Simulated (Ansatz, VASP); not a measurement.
## Ni: VASP beside Ansatz

```xyz
3
Lattice="4.0187 0.0000 0.0000 -2.0094 3.4803 0.0000 0.0000 0.0000 2.4364" Properties=species:S:1:pos:R:3 pbc="T T T"
Ni    0.0000    0.0000    0.0000
Ni    0.0000    2.3202    1.2182
Ni    2.0094    1.1601    1.2182
```

Alike in both runs: functional revPBE; k mesh 9 × 9 × 13; occupations fermi-dirac, width 0.05 eV; collinear spin.

Ansatz relaxed the structure, and its values are those at the end. VASP's run is a single point on that final structure, the one shown.

|  | VASP | Ansatz |
| --- | --- | --- |
| version | VASP 6.6.1 | Ansatz 0.2.0 |
| potentials or method | VASP PAW PBE potentials, release 64 (Ni), cutoff 520 eV | plane waves (420 eV) with PAW, scalar-relativistic |
| valence electrons in the cell | 30 | 54 |

|  | VASP | Ansatz | Ansatz less VASP |
| --- | --- | --- | --- |
| pressure (GPa) | 0.1 | 0.0 | -0.09 |
| net moment per atom (μB) | 0.65 | 0.66 | +0.011 |
| size of the moment on the site where the two differ most (μB) | 0.67 | 0.72 | +0.043 |

VASP's potentials were made for PBE, not for revPBE. Site moments also hang on the region over which each program counts them. VASP's potentials hold 30 valence electrons a cell and Ansatz's 54, so a difference there can come from the potentials and not from the codes.
